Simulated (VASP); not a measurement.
GaN: single point with PBE

GaN:

```xyz
2
Lattice="-0.0053 2.1085 2.1085 2.1085 -0.0053 2.1085 2.1032 2.1032 0.0000" Properties=species:S:1:pos:R:3 pbc="T T T"
Ga    0.0000    0.0000    0.0000
N     2.1032    2.1032    2.1085
```

This cell differs from its parent crystal: shear xy strain -0.5%.

| Property | Result |
| --- | --- |
| Program | VASP 6.6.1 |
| Task | single point |
| Functional | PBE |
| Potentials or basis | VASP PAW PBE potentials, release 64 (Ga_d, N) |
| Cutoff | 520 eV |
| k mesh | 10 × 10 × 10 |
| Occupations | fermi-dirac, width 0.02 eV |
| Spin | no spin polarisation |
| Dipole correction | no |
| Further INCAR settings | ALGO = Normal; EDIFF = 1e-06; NBANDS = 16 |

The pressure is 9.1 GPa. The band gap on the k mesh is 0.64 eV, indirect (least direct gap 2.80 eV).

Stress tensor (GPa, compression positive):
```
9.10 1.08 0.00
1.08 9.10 0.00
0.00 0.00 9.09
```

Levels at points of the mesh, in eV from the valence-band top:
```csv
k point,band 5,band 6,band 7,band 8,band 9,band 10,band 11,band 12,band 13,band 14
"(0.00, 0.00, 0.00)",-13.88,-13.88,-0.54,-0.51,-0.48,2.32,14.69,14.77,14.85,15.91
"(0.50, 0.00, 0.00)",-13.75,-13.75,-8.30,-0.16,-0.14,4.76,9.16,9.20,9.50,16.45
"(0.50, 0.50, 0.00)",-13.69,-10.97,-7.17,-3.11,-3.01,0.64,7.84,12.00,14.58,14.62
"(0.00, 0.00, 0.50)",-13.75,-13.75,-8.26,-0.19,-0.17,4.70,9.09,9.13,9.51,16.41
"(0.50, 0.00, 0.50)",-13.69,-10.97,-7.17,-3.06,-3.06,0.64,7.84,12.00,14.60,14.60
```

Run time: 32 s on 1 thread of AMD EPYC 9R14 (Zen 4), on a shared host, peak memory 0.14 GiB.

Caveat: the cell differs from its parent crystal (shear xy strain -0.5%). A k mesh can miss the band edges.
